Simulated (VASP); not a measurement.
# InAs (Fm-3m) in VASP: single point with PBE

Aim: the single point of InAs with PBE.

Everything below comes from runs of VASP 6.6.1. Logs are shortened: lines on timing, memory, paths and dates and some standing lists are left out, and cuts for length are marked.

**1. The cell of the first run**

It takes space group Fm-3m (No. 225, cubic). The conventional cell has a = 5.683 Å, b = 5.683 Å, c = 5.683 Å, α = 90.00°, β = 90.00°, γ = 90.00°. Within 3.7 Å of In (site symmetry m-3m) lie 6 As at 2.84 Å. As (site symmetry m-3m) has 6 In at 2.84 Å within 3.7 Å.

**2. Single point, PBE**

INCAR reads:

```
PREC = Accurate
ENCUT = 520
EDIFF = 1E-7
ISMEAR = -1
SIGMA = 0.05
LREAL = False
LASPH = True
NELM = 60
ALGO = Normal
ISIF = 2
LWAVE = False
LCHARG = False
GGA = PE
NBANDS = 16
```

KPOINTS reads:

```
Automatic mesh
0
Gamma
  6 6 6
```

POSCAR reads:

```
InAs
1.0
    0.0000000000      2.8414337288      2.8414337288
    2.8414337288      0.0000000000      2.8414337288
    2.8414337288      2.8414337288      0.0000000000
In As
1 1
Direct
    0.0000000000      0.0000000000      0.0000000000
    0.5000000000      0.5000000000      0.5000000000
```

Potentials or basis: VASP PAW PBE potentials, release 64 (In_d, As).

Run with:

```console
cat potpaw_PBE.64/In_d/POTCAR potpaw_PBE.64/As/POTCAR > POTCAR
mpirun -np 1 vasp_std > vasp.out
```

OUTCAR:

```text
PREC = Accurate
   ENCUT = 520
   EDIFF = 1E-7
   ISMEAR = -1
   LREAL = False
   LASPH = True
   NELM = 60
   ISIF = 2
   GGA = PE

 ion  position               nearest neighbor table
   1  0.000  0.000  0.000-   2 2.84   2 2.84   2 2.84   2 2.84   2 2.84   2 2.84
   2  0.500  0.500  0.500-   1 2.84   1 2.84   1 2.84   1 2.84   1 2.84   1 2.84

  LATTYP: Found a face centered cubic cell.
 ALAT       =     5.6828674576

  Lattice vectors:

 A1 = (   0.0000000000,   2.8414337288,   2.8414337288)
 A2 = (   2.8414337288,   0.0000000000,   2.8414337288)
 A3 = (   2.8414337288,   2.8414337288,   0.0000000000)

Analysis of symmetry for initial positions (statically):
=====================================================================
 Subroutine PRICEL returns:
 Original cell was already a primitive cell.

 Routine SETGRP: Setting up the symmetry group for a
 face centered cubic supercell.

 Subroutine GETGRP returns: Found 48 space group operations
 (whereof 48 operations were pure point group operations)
 out of a pool of 48 trial point group operations.

The static configuration has the point symmetry O_h .

Analysis of symmetry for dynamics (positions and initial velocities):
=====================================================================
 Subroutine PRICEL returns:
 Original cell was already a primitive cell.

 Routine SETGRP: Setting up the symmetry group for a
 face centered cubic supercell.

 Subroutine GETGRP returns: Found 48 space group operations
 (whereof 48 operations were pure point group operations)
 out of a pool of 48 trial point group operations.

The dynamic configuration has the point symmetry O_h .

 Subroutine INISYM returns: Found 48 space group operations
 (whereof 48 operations are pure point group operations),
 and found     1 'primitive' translations

----------------------------------------------------------------------------------------

                                     Primitive cell

  volume of cell :      45.8820

  direct lattice vectors                    reciprocal lattice vectors
     0.000000000  2.841433729  2.841433729    -0.175967504  0.175967504  0.175967504
     2.841433729  0.000000000  2.841433729     0.175967504 -0.175967504  0.175967504
     2.841433729  2.841433729  0.000000000     0.175967504  0.175967504 -0.175967504

  length of vectors
     4.018394116  4.018394116  4.018394116     0.304784657  0.304784657  0.304784657

  position of ions in fractional coordinates (direct lattice)
     0.000000000  0.000000000  0.000000000
     0.500000000  0.500000000  0.500000000

  ion indices of the primitive-cell ions
   primitive index   ion index
                 1           1
                 2           2

----------------------------------------------------------------------------------------

 KPOINTS: Automatic mesh

Automatic generation of k-mesh.
 Grid dimensions read from file:
 generate k-points for:    6    6    6

 Generating k-lattice:

  Cartesian coordinates                     Fractional coordinates (reciprocal lattice)
    -0.029327917  0.029327917  0.029327917     0.166666667  0.000000000  0.000000000
     0.029327917 -0.029327917  0.029327917     0.000000000  0.166666667  0.000000000
     0.029327917  0.029327917 -0.029327917     0.000000000  0.000000000  0.166666667

  Length of vectors
     0.050797443  0.050797443  0.050797443

  Shift w.r.t. Gamma in fractional coordinates (k-lattice)
     0.000000000  0.000000000  0.000000000

 Subroutine IBZKPT returns following result:
 ===========================================

 Found     16 irreducible k-points:

 Following reciprocal coordinates:
            Coordinates               Weight
  0.000000  0.000000  0.000000      1.000000
  0.166667  0.000000  0.000000      8.000000
  0.333333  0.000000  0.000000      8.000000
  0.500000  0.000000  0.000000      4.000000
  0.166667  0.166667  0.000000      6.000000
  0.333333  0.166667  0.000000     24.000000
[... 8 lines left out ...]
 -0.333333  0.333333  0.166667     24.000000
 -0.333333  0.500000  0.166667     12.000000
   k-points           NKPTS =     16   k-points in BZ     NKDIM =     16   number of bands    NBANDS=     16
   number of dos      NEDOS =    301   number of ions     NIONS =      2
   total plane-waves  NPLWV =  27000
   dimension x,y,z NGX =    30 NGY =   30 NGZ =   30
   dimension x,y,z NGXF=    60 NGYF=   60 NGZF=   60
   ions per type =               1   1
   NGX,Y,Z   is equivalent  to a cutoff of  12.41, 12.41, 12.41 a.u.
   NGXF,Y,Z  is equivalent  to a cutoff of  24.82, 24.82, 24.82 a.u.
 SYSTEM =  unknown system
   PREC   = accura    normal or accurate (medium, high low for compatibility)
   ISTART =      0    job   : 0-new  1-cont  2-samecut
   ICHARG =      2    charge: 1-file 2-atom 10-const
   ISPIN  =      1    spin polarized calculation?
   LNONCOLLINEAR =      F non collinear calculations
   LSORBIT =      F    spin-orbit coupling
   LASPH  =      T    aspherical Exc in radial PAW
   ENCUT  =  520.0 eV  38.22 Ry    6.18 a.u.   7.47  7.47  7.47*2*pi/ulx,y,z
   NELM   =     60;   NELMIN=  2; NELMDL= -5     # of ELM steps
   EDIFF  = 0.1E-06   stopping-criterion for ELM
   LREAL  =      F    real-space projection
   EDIFFG = 0.1E-05   stopping-criterion for IOM
   NSW    =      0    number of steps for IOM
   IBRION =     -1    ionic relax: 0-MD 1-quasi-New 2-CG
   NFREE  =      0    steps in history (QN), initial steepest desc. (CG)
   ISIF   =      2    stress and relaxation
   ISYM   =      2    0-nonsym 1-usesym 2-fastsym
   POTIM  = 0.5000    time-step for ionic-motion
   TEBEG  =    0.0;   TEEND  =   0.0 temperature during run
   PSTRESS=    0.0 pullay stress
   NELECT =      18.0000    total number of electrons
   NUPDOWN=      -1.0000    fix difference up-down
   EMIN   =  10.00;   EMAX   =-10.00  energy-range for DOS
   EFERMI =   0.00;   METHOD = LEGACY
   ISMEAR =    -1;   SIGMA  =   0.05  broadening in eV -4-tet -1-fermi 0-gaus
   EFERMI_NEDOS =   21; number of points for ismear=-14 and -15
   IALGO  =     38    algorithm
   IMIX   =      4    mixing-type and parameters
     AMIX     =   0.40;   BMIX     =  1.00
     AMIX_MAG =   1.60;   BMIX_MAG =  1.00
  volume/ion in A,a.u.               =      22.94       154.81
  Fermi-wavevector in a.u.,A,eV,Ry     =   1.198445  2.264733 19.541648  1.436271
  Thomas-Fermi vector in A             =   2.334334
   LORBIT       =      0    0 simple, 1 ext, 2 COOP (PROOUT), +10 PAW based schemes
   GGA     = PE    functional components
[... 5 lines left out ...]
 non-spin polarized calculation
  energy-cutoff  :      520.00
  volume of cell :       45.88
 maximum number of plane-waves:      1258
 NGX is ok and might be reduce to    30
   NGX = 15   NGY = 15   NGZ = 15

 number of electron      17.9999990 magnetization

 Free energy of the ion-electron system (eV)
  ---------------------------------------------------
  ext. energy  EPLUGINS =         0.00000000
  ---------------------------------------------------
  free energy    TOTEN  =        -7.33741697 eV

  energy without entropy =       -7.32459753  energy(sigma->0) =       -7.33100725

 E-fermi :   6.3770     XC(G=0): -10.2665

 val. band max:        6.3757232974   @ k =   0.3333   0.0000   0.0000
 cond. band min:       6.5404541122   @ k =   0.5000   0.0000   0.0000
 fundamental gap:      0.1647308148
 Fermi energy:         6.3769999853

 k-point     1 :       0.0000    0.0000    0.0000
  band No.  band energies     occupation
      1      -8.0111      2.00000
      2      -8.0111      2.00000
      3      -7.9890      2.00000
      4      -7.9890      2.00000
      5      -7.9890      2.00000
      6      -6.0072      2.00000
[... 8 lines left out ...]
     15      14.0367      0.00000
     16      14.0367      0.00000

 k-point     2 :       0.1667    0.0000    0.0000
  band No.  band energies     occupation
      1      -8.0241      2.00000
      2      -8.0241      2.00000
      3      -7.9900      2.00000
      4      -7.9749      2.00000
      5      -7.9749      2.00000
      6      -5.6958      2.00000
[... 8 lines left out ...]
     15      14.3855      0.00000
     16      14.3855      0.00000

 k-point     3 :       0.3333    0.0000    0.0000
  band No.  band energies     occupation
      1      -8.0534      2.00000
      2      -8.0534      2.00000
      3      -7.9945      2.00000
      4      -7.9429      2.00000
      5      -7.9429      2.00000
      6      -4.8673      2.00000
[... 8 lines left out ...]
     15      16.2020      0.00000
     16      16.2020      0.00000

 k-point     4 :       0.5000    0.0000    0.0000
  band No.  band energies     occupation
      1      -8.0683      2.00000
      2      -8.0683      2.00000
      3      -7.9975      2.00000
      4      -7.9265      2.00000
      5      -7.9265      2.00000
      6      -4.2241      2.00000
[... 8 lines left out ...]
     15      18.2967      0.00000
     16      18.2967      0.00000
[... 172 lines left out ...]
 k-point    14 :       0.5000    0.3333    0.1667
  band No.  band energies     occupation
      1      -8.1731      2.00000
      2      -8.0218      2.00000
      3      -7.9953      2.00000
      4      -7.9400      2.00000
      5      -7.9248      2.00000
      6      -4.0744      2.00000
[... 8 lines left out ...]
     15      18.3852      0.00000
     16      18.5313      0.00000

 k-point    15 :      -0.3333    0.3333    0.1667
  band No.  band energies     occupation
      1      -8.1929      2.00000
      2      -8.0320      2.00000
      3      -7.9723      2.00000
      4      -7.9617      2.00000
      5      -7.9116      2.00000
      6      -3.5252      2.00000
[... 8 lines left out ...]
     15      16.4252      0.00000
     16      19.8637      0.00000

 k-point    16 :      -0.3333    0.5000    0.1667
  band No.  band energies     occupation
      1      -8.2567      2.00000
      2      -8.0060      2.00000
      3      -8.0015      2.00000
      4      -7.9359      2.00000
      5      -7.8998      2.00000
      6      -3.2438      2.00000
[... 8 lines left out ...]
     15      18.2525      0.00000
     16      20.8170      0.00000

------------------------ aborting loop because EDIFF is reached ----------------------------------------

  FORCE on cell =-STRESS in cart. coord.  units (eV):
  Direction    XX          YY          ZZ          XY          YZ          ZX
  --------------------------------------------------------------------------------------
  -------------------------------------------------------------------------------------
  Total        0.7355392      0.7355392      0.7355392     -0.0000000     -0.0000000     -0.0000000
  in kB       25.6846592     25.6846592     25.6846592     -0.0000000     -0.0000000     -0.0000000
  external PRESSURE =      25.6846592 kB  Pullay stress =       0.0000000 kB

 VOLUME and BASIS-vectors are now :
 -----------------------------------------------------------------------------
  energy-cutoff  :      520.00
  volume of cell :       45.88
      direct lattice vectors                 reciprocal lattice vectors
     0.000000000  2.841433729  2.841433729    -0.175967504  0.175967504  0.175967504
     2.841433729  0.000000000  2.841433729     0.175967504 -0.175967504  0.175967504
     2.841433729  2.841433729  0.000000000     0.175967504  0.175967504 -0.175967504

 POSITION                                       TOTAL-FORCE (eV/Angst)
 -----------------------------------------------------------------------------------
      0.00000      0.00000      0.00000         0.000000      0.000000      0.000000
      2.84143      2.84143      2.84143         0.000000      0.000000     -0.000000
 -----------------------------------------------------------------------------------
    total drift:                               -0.000000      0.000000      0.000000

  FREE ENERGIE OF THE ION-ELECTRON SYSTEM (eV)
  ---------------------------------------------------
  free  energy   TOTEN  =        -7.3374169655 eV

  energy  without entropy=       -7.3245975321  energy(sigma->0) =       -7.33100725
```

Run time: 7 s. Hardware: 1 thread of Intel Xeon 6975P-C (Granite Rapids), shared host; peak memory 0.16 GiB.

What came out:

| Property | Result |
| --- | --- |
| Free energy | -7.3374 eV |
| Pressure | 2.6 GPa |
| Band gap on the k mesh | zero (band 9 reaches 6.74 eV, above the bottom of band 10 at 4.00 eV) |

Levels at points of the mesh, in eV from the Fermi level:
| k point | band 7 | band 8 | band 9 | band 10 | band 11 | band 12 |
| --- | --- | --- | --- | --- | --- | --- |
| (0.00, 0.00, 0.00) | -0.42 | -0.25 | -0.25 | -0.25 | 7.18 | 7.18 |
| (0.50, 0.00, 0.00) | -6.73 | 0.16 | 0.16 | 2.13 | 3.26 | 3.26 |
| (0.50, 0.50, 0.00) | -4.95 | -2.92 | -2.38 | -2.38 | 3.79 | 9.47 |

Caveat: spin-orbit coupling is left out, which moves the levels of the heavy elements.
